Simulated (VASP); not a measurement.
# Ag2B3 (R-3m) in VASP: further runs

Ag2B3 is run at these levels: PBE; tasks: single point, relaxation of cell and atoms.

Everything below comes from runs of VASP 6.6.1. Logs are shortened: lines on timing, memory, paths and dates and some standing lists are left out, and cuts for length are marked.

## 1. The cell of the first run

It takes space group R-3m (No. 166, trigonal). The conventional cell has a = 2.992 Å, b = 2.992 Å, c = 22.424 Å, α = 90.00°, β = 90.00°, γ = 120.00°. Ag (site symmetry 3m) has 9 B at 2.35 to 2.75 Å and 6 Ag at 2.99 Å within 3.1 Å. Within 3.1 Å of B (site symmetry -3m) lie 6 Ag at 2.35 Å and 6 B at 2.99 Å. B (site symmetry 3m) has 3 B at 1.73 Å within 2.3 Å.

## 2. Single point, PBE

Contents of INCAR:

```
SYSTEM = Ag2B3
  PREC = Accurate
  ENCUT = 520
  EDIFF = 1E-7
  ISMEAR = 0
  SIGMA = 0.1
  LREAL = .False.
  LASPH = .True.
  NELM = 60
  ALGO = Normal
  ISIF = 2
  LWAVE = .False.
  LCHARG = .True.
  GGA = PE
  LELF = .True.
  LVHAR = .True.
  NBANDS = 24
```

Contents of KPOINTS:

```
regular mesh
0
Gamma
  12 12 12
  0 0 0
```

Contents of POSCAR:

```
Ag2B3
1.0
    1.4959514049      0.8636879463      7.4746876560
   -1.4959514049      0.8636879463      7.4746876560
    0.0000000000     -1.7273758927      7.4746876560
Ag B
2 3
Direct
    0.4044840306      0.4044840306      0.4044840306
    0.5955159694      0.5955159694      0.5955159694
    0.0000000000      0.0000000000      0.0000000000
    0.1668009669      0.1668009669      0.1668009669
    0.8331990331      0.8331990331      0.8331990331
```

Potentials or basis: VASP PAW PBE potentials, release 64 (Ag, B).

The run is started by

```sh
$ cat potpaw_PBE.64/Ag/POTCAR potpaw_PBE.64/B/POTCAR > POTCAR
$ mpirun -np 1 vasp_std > vasp.out
```

OUTCAR:

```text
SYSTEM = Ag2B3
   PREC = Accurate
   ENCUT = 520
   EDIFF = 1E-7
   ISMEAR = 0
   LREAL = .False.
   LASPH = .True.
   NELM = 60
   ISIF = 2
   GGA = PE

 ion  position               nearest neighbor table
   1  0.404  0.404  0.404-   3 2.35   3 2.35   3 2.35   5 2.75   5 2.75   5 2.75   4 2.75   4 2.75
                             4 2.75
   2  0.596  0.596  0.596-   3 2.35   3 2.35   3 2.35   4 2.75   4 2.75   4 2.75   5 2.75   5 2.75
                             5 2.75
   3  0.000  0.000  0.000-   2 2.35   2 2.35   1 2.35   1 2.35   2 2.35   1 2.35
   4  0.167  0.167  0.167-   5 1.73   5 1.73   5 1.73   2 2.75   2 2.75   2 2.75   1 2.75   1 2.75
                             1 2.75
   5  0.833  0.833  0.833-   4 1.73   4 1.73   4 1.73   1 2.75   1 2.75   1 2.75   2 2.75   2 2.75
                             2 2.75

  LATTYP: Found a trigonal (rhomboedric) cell.
 ALAT       =     7.6716871045
 COS(alpha) =     0.9239528041

  Lattice vectors:

 A1 = (   1.4959514049,   0.8636879463,   7.4746876560)
 A2 = (  -1.4959514049,   0.8636879463,   7.4746876560)
 A3 = (   0.0000000000,  -1.7273758927,   7.4746876560)

Analysis of symmetry for initial positions (statically):
=====================================================================
 Subroutine PRICEL returns:
 Original cell was already a primitive cell.

 Routine SETGRP: Setting up the symmetry group for a
 trigonal (rhombohedral) supercell.

 Subroutine GETGRP returns: Found 12 space group operations
 (whereof 12 operations were pure point group operations)
 out of a pool of 12 trial point group operations.

The static configuration has the point symmetry D_3d.

Analysis of symmetry for dynamics (positions and initial velocities):
=====================================================================
 Subroutine PRICEL returns:
 Original cell was already a primitive cell.

 Routine SETGRP: Setting up the symmetry group for a
 trigonal (rhombohedral) supercell.

 Subroutine GETGRP returns: Found 12 space group operations
 (whereof 12 operations were pure point group operations)
 out of a pool of 12 trial point group operations.

The dynamic configuration has the point symmetry D_3d.

 Subroutine INISYM returns: Found 12 space group operations
 (whereof 12 operations are pure point group operations),
 and found     1 'primitive' translations

----------------------------------------------------------------------------------------

                                     Primitive cell

  volume of cell :      57.9454

  direct lattice vectors                    reciprocal lattice vectors
     1.495951405  0.863687946  7.474687656     0.334235456  0.192970931  0.044594951
    -1.495951405  0.863687946  7.474687656    -0.334235456  0.192970931  0.044594951
     0.000000000 -1.727375893  7.474687656     0.000000000 -0.385941861  0.044594951

  length of vectors
     7.671687104  7.671687104  7.671687105     0.388509755  0.388509755  0.388509755

  position of ions in fractional coordinates (direct lattice)
     0.404484031  0.404484031  0.404484031
     0.595515969  0.595515969  0.595515969
     0.000000000  0.000000000  0.000000000
     0.166800967  0.166800967  0.166800967
     0.833199033  0.833199033  0.833199033

  ion indices of the primitive-cell ions
   primitive index   ion index
                 1           1
                 2           2
                 3           3
                 4           4
                 5           5

----------------------------------------------------------------------------------------

 KPOINTS: regular mesh

Automatic generation of k-mesh.
 Grid dimensions read from file:
 generate k-points for:   12   12   12

 Generating k-lattice:

  Cartesian coordinates                     Fractional coordinates (reciprocal lattice)
     0.027852955  0.016080911  0.003716246     0.083333333 -0.000000000  0.000000000
    -0.027852955  0.016080911  0.003716246    -0.000000000  0.083333333  0.000000000
     0.000000000 -0.032161822  0.003716246     0.000000000  0.000000000  0.083333333

  Length of vectors
     0.032375813  0.032375813  0.032375813

  Shift w.r.t. Gamma in fractional coordinates (k-lattice)
     0.000000000  0.000000000  0.000000000

 Subroutine IBZKPT returns following result:
 ===========================================

 Found    189 irreducible k-points:

 Following reciprocal coordinates:
            Coordinates               Weight
  0.000000  0.000000  0.000000      1.000000
  0.083333  0.000000  0.000000      6.000000
  0.166667 -0.000000  0.000000      6.000000
  0.250000 -0.000000  0.000000      6.000000
  0.333333  0.000000  0.000000      6.000000
  0.416667  0.000000  0.000000      6.000000
[... 16 lines left out ...]
  0.500000  0.166667  0.000000     12.000000
 -0.416667  0.166667 -0.000000     12.000000
 [... further k-points ...]
   k-points           NKPTS =    189   k-points in BZ     NKDIM =    189   number of bands    NBANDS=     24
   number of dos      NEDOS =    301   number of ions     NIONS =      5
   total plane-waves  NPLWV = 216000
   dimension x,y,z NGX =    60 NGY =   60 NGZ =   60
   dimension x,y,z NGXF=   120 NGYF=  120 NGZF=  120
   ions per type =               2   3
   NGX,Y,Z   is equivalent  to a cutoff of  13.00, 13.00, 13.00 a.u.
   NGXF,Y,Z  is equivalent  to a cutoff of  26.00, 26.00, 26.00 a.u.
 SYSTEM =  Ag2B3
   PREC   = accura    normal or accurate (medium, high low for compatibility)
   ISTART =      0    job   : 0-new  1-cont  2-samecut
   ICHARG =      2    charge: 1-file 2-atom 10-const
   ISPIN  =      1    spin polarized calculation?
   LNONCOLLINEAR =      F non collinear calculations
   LSORBIT =      F    spin-orbit coupling
   LASPH  =      T    aspherical Exc in radial PAW
   ENCUT  =  520.0 eV  38.22 Ry    6.18 a.u.  14.26 14.26 14.26*2*pi/ulx,y,z
   NELM   =     60;   NELMIN=  2; NELMDL= -5     # of ELM steps
   EDIFF  = 0.1E-06   stopping-criterion for ELM
   LREAL  =      F    real-space projection
   EDIFFG = 0.1E-05   stopping-criterion for IOM
   NSW    =      0    number of steps for IOM
   IBRION =     -1    ionic relax: 0-MD 1-quasi-New 2-CG
   NFREE  =      0    steps in history (QN), initial steepest desc. (CG)
   ISIF   =      2    stress and relaxation
   ISYM   =      2    0-nonsym 1-usesym 2-fastsym
   POTIM  = 0.5000    time-step for ionic-motion
   TEBEG  =    0.0;   TEEND  =   0.0 temperature during run
   PSTRESS=    0.0 pullay stress
   NELECT =      31.0000    total number of electrons
   NUPDOWN=      -1.0000    fix difference up-down
   EMIN   =  10.00;   EMAX   =-10.00  energy-range for DOS
   EFERMI =   0.00;   METHOD = LEGACY
   ISMEAR =     0;   SIGMA  =   0.10  broadening in eV -4-tet -1-fermi 0-gaus
   EFERMI_NEDOS =   21; number of points for ismear=-14 and -15
   IALGO  =     38    algorithm
   IMIX   =      4    mixing-type and parameters
     AMIX     =   0.40;   BMIX     =  1.00
     AMIX_MAG =   1.60;   BMIX_MAG =  1.00
  volume/ion in A,a.u.               =      11.59        78.21
  Fermi-wavevector in a.u.,A,eV,Ry     =   1.328992  2.511432 24.030895  1.766221
  Thomas-Fermi vector in A             =   2.458188
   LORBIT       =      0    0 simple, 1 ext, 2 COOP (PROOUT), +10 PAW based schemes
   GGA     = PE    functional components
   LHFCALC =     F    Hartree Fock is set to
   AEXX    =    0.0000 exact exchange contribution
   IVDW    =     0    specifies the selected vdW correction
   LEPSILON=     F    determine dielectric tensor
   LRPA    =     F    only Hartree local field effects (RPA)
 non-spin polarized calculation
 Gauss-broadening in eV      SIGMA  =   0.10
  energy-cutoff  :      520.00
  volume of cell :       57.95
 maximum number of plane-waves:      1597
 NGX is ok and might be reduce to    60
   NGX = 29   NGY = 29   NGZ = 29

 number of electron      30.9999999 magnetization

 Free energy of the ion-electron system (eV)
  ---------------------------------------------------
  ext. energy  EPLUGINS =         0.00000000
  ---------------------------------------------------
  free energy    TOTEN  =       -21.47224754 eV

  energy without entropy =      -21.46347673  energy(sigma->0) =      -21.46786213

 E-fermi :   7.3486     XC(G=0): -11.9636

 val. band max:        7.3289089415   @ k =  -0.4167   0.2500   0.1667
 cond. band min:       7.3512801549   @ k =  -0.2500   0.3333   0.1667
 fundamental gap:      0.0223712134
 Fermi energy:         7.3486334510

 k-point     1 :       0.0000    0.0000    0.0000
  band No.  band energies     occupation
      1      -4.3864      2.00000
      2      -2.3492      2.00000
      3      -0.2107      2.00000
      4       1.3187      2.00000
      5       1.9608      2.00000
      6       1.9608      2.00000
[... 16 lines left out ...]
     23      17.2127      0.00000
     24      17.9952      0.00000

 k-point     2 :       0.0833    0.0000    0.0000
  band No.  band energies     occupation
      1      -4.2571      2.00000
      2      -2.2673      2.00000
      3      -0.0391      2.00000
      4       1.3851      2.00000
      5       1.9042      2.00000
      6       2.0328      2.00000
[... 16 lines left out ...]
     23      16.8626      0.00000
     24      18.2386      0.00000

 k-point     3 :       0.1667   -0.0000    0.0000
  band No.  band energies     occupation
      1      -3.8756      2.00000
      2      -2.0320      2.00000
      3       0.4240      2.00000
      4       1.4935      2.00000
      5       1.7862      2.00000
      6       1.8480      2.00000
[... 16 lines left out ...]
     23      17.6188      0.00000
     24      18.8229      0.00000
[... 514 lines left out ...]
 k-point    23 :       0.5000    0.1667    0.0000
  band No.  band energies     occupation
      1      -1.2365      2.00000
      2      -0.6536      2.00000
      3       0.7269      2.00000
      4       1.0040      2.00000
      5       1.4846      2.00000
      6       1.5963      2.00000
[... 16 lines left out ...]
     23      16.2828      0.00000
     24      16.9817      0.00000

 k-point    24 :      -0.4167    0.1667   -0.0000
  band No.  band energies     occupation
      1      -0.8020      2.00000
      2      -0.0394      2.00000
      3       0.0691      2.00000
      4       0.8875      2.00000
      5       1.3231      2.00000
      6       1.4894      2.00000
[... 16 lines left out ...]
     23      16.0473      0.00000
     24      16.8672      0.00000

 [... further k-points ...]
[... 5 lines left out ...]
  --------------------------------------------------------------------------------------
  -------------------------------------------------------------------------------------
  Total       -0.0383976     -0.0383976     -0.0190537      0.0000000      0.0000000      0.0000000
  in kB       -1.0616853     -1.0616853     -0.5268317      0.0000000      0.0000000      0.0000000
  external PRESSURE =      -0.8834008 kB  Pullay stress =       0.0000000 kB

 VOLUME and BASIS-vectors are now :
 -----------------------------------------------------------------------------
  energy-cutoff  :      520.00
  volume of cell :       57.95
      direct lattice vectors                 reciprocal lattice vectors
     1.495951405  0.863687946  7.474687656     0.334235456  0.192970931  0.044594951
    -1.495951405  0.863687946  7.474687656    -0.334235456  0.192970931  0.044594951
     0.000000000 -1.727375893  7.474687656     0.000000000 -0.385941861  0.044594951

 POSITION                                       TOTAL-FORCE (eV/Angst)
 -----------------------------------------------------------------------------------
      0.00000     -0.00000      9.07018         0.000000     -0.000000      0.012412
      0.00000     -0.00000     13.35389         0.000000      0.000000     -0.012412
      0.00000      0.00000      0.00000         0.000000     -0.000000     -0.000000
      0.00000     -0.00000      3.74036         0.000000      0.000000     -0.001313
      0.00000     -0.00000     18.68371         0.000000     -0.000000      0.001313
 -----------------------------------------------------------------------------------
    total drift:                                0.000000     -0.000000     -0.000000

  FREE ENERGIE OF THE ION-ELECTRON SYSTEM (eV)
  ---------------------------------------------------
  free  energy   TOTEN  =       -21.4722475356 eV

  energy  without entropy=      -21.4634767302  energy(sigma->0) =      -21.46786213
```

Run time: 45 min. Hardware: 1 thread of Oxide Virtual Turin-like, shared host; peak memory 0.6 GiB.

Results:

- Free energy: -21.4722 eV
- Pressure: -0.1 GPa
- Largest force: 0.012 eV/Å
- Band gap on the k mesh: zero (an odd number of electrons rules out a gap without spin polarisation)

Forces in eV/Å, atoms in the order of the input:
```
Ag   0.000  0.000  0.012
Ag   0.000  0.000 -0.012
B    0.000  0.000  0.000
B    0.000  0.000 -0.001
B    0.000  0.000  0.001
```

## 3. Relaxation of cell and atoms, PBE

Contents of INCAR:

```
PREC = Accurate ; ENCUT = 600
EDIFF = 1E-6 ; ISMEAR = 0
SIGMA = 0.1 ; LREAL = False
LASPH = True ; NELM = 100
ALGO = Normal ; ISIF = 3
LWAVE = False ; LCHARG = False
GGA = PE ; IBRION = 2
NSW = 100 ; EDIFFG = -0.01
```

Contents of KPOINTS:

```
Automatic mesh
0
Gamma
  12 12 12
```

Contents of POSCAR:

```
Ag2B3
1.0
    1.5049217248      0.8688669629      7.3901379305
   -1.5049217248      0.8688669629      7.3901379305
    0.0000000000     -1.7377339259      7.3901379305
Ag B
2 3
Direct
    0.4043889384      0.4043889384      0.4043889384
    0.5956110616      0.5956110616      0.5956110616
    0.0000000000      0.0000000000      0.0000000000
    0.1668040073      0.1668040073      0.1668040073
    0.8331959927      0.8331959927      0.8331959927
```

Potentials or basis: VASP PAW PBE potentials, release 64 (Ag, B).

The run is started by

```sh
$ cat potpaw_PBE.64/Ag/POTCAR potpaw_PBE.64/B/POTCAR > POTCAR
$ mpirun -np 1 vasp_std > vasp.out
```

Run time: 57 min. Hardware: 1 thread of Oxide Virtual Turin-like, shared host; peak memory 0.75 GiB.

Results (log left out):

```yaml
Free_energy: -21.4740 eV
Relaxed_volume: 11.58 Å³/atom
Relaxed_cell: a = 7.671 Å, b = 7.671 Å, c = 7.671 Å, α = 22.48°, β = 22.48°, γ = 22.48°
Space_group_after_relaxing_to_0.1_Å: R-3m (No. 166)
Energy_gained_by_relaxing: 1.0 meV/atom
Ionic_steps: 5
Pressure_after_relaxing: -0.1 GPa
Band_gap_on_the_k_mesh: zero (an odd number of electrons rules out a gap without spin polarisation)
```

Step by step:
| step | energy change (eV) | largest force (eV/Å) | pressure (GPa) | volume (Å³) |
| --- | --- | --- | --- | --- |
| 1 | 0.0000 | 0.0221 | -0.54 | 57.98 |
| 2 | -0.0031 | 0.0311 | 0.41 | 57.65 |
| 3 | -0.0033 | 0.0340 | 0.71 | 57.56 |
| 4 | -0.0048 | 0.0072 | 0.10 | 57.84 |
| 5 | -0.0048 | 0.0019 | -0.08 | 57.90 |

Final structure:
```cif
data_structure
_symmetry_space_group_name_H-M 'P 1'
_symmetry_Int_Tables_number 1
_cell_length_a 7.6706
_cell_length_b 7.6706
_cell_length_c 7.6706
_cell_angle_alpha 22.485
_cell_angle_beta 22.485
_cell_angle_gamma 22.485
_cell_volume 57.90
loop_
_atom_site_label
_atom_site_type_symbol
_atom_site_fract_x
_atom_site_fract_y
_atom_site_fract_z
_atom_site_occupancy
Ag1 Ag 0.40457 0.40457 0.40457 1
Ag2 Ag 0.59543 0.59543 0.59543 1
B1 B 0.00000 0.00000 0.00000 1
B2 B 0.16679 0.16679 0.16679 1
B3 B 0.83321 0.83321 0.83321 1
```

Levels at points of the mesh, in eV from the Fermi level:
| k point | band 13 | band 14 | band 15 | band 16 | band 17 | band 18 | band 19 |
| --- | --- | --- | --- | --- | --- | --- | --- |
| (0.00, 0.00, 0.00) | -4.50 | -1.67 | 1.33 | 1.33 | 2.73 | 4.64 | 4.64 |
| (0.50, 0.00, 0.00) | -2.75 | -1.90 | -1.18 | -0.99 | 1.50 | 3.04 | 3.23 |
| (0.50, 0.50, 0.00) | -3.26 | -1.80 | -1.15 | 0.24 | 1.05 | 1.78 | 3.26 |
| (0.50, 0.50, 0.50) | -4.47 | -2.95 | 1.32 | 1.32 | 4.69 | 4.69 | 4.70 |

The gap in the log of VASP goes by the Fermi energy; the results here count the filled bands.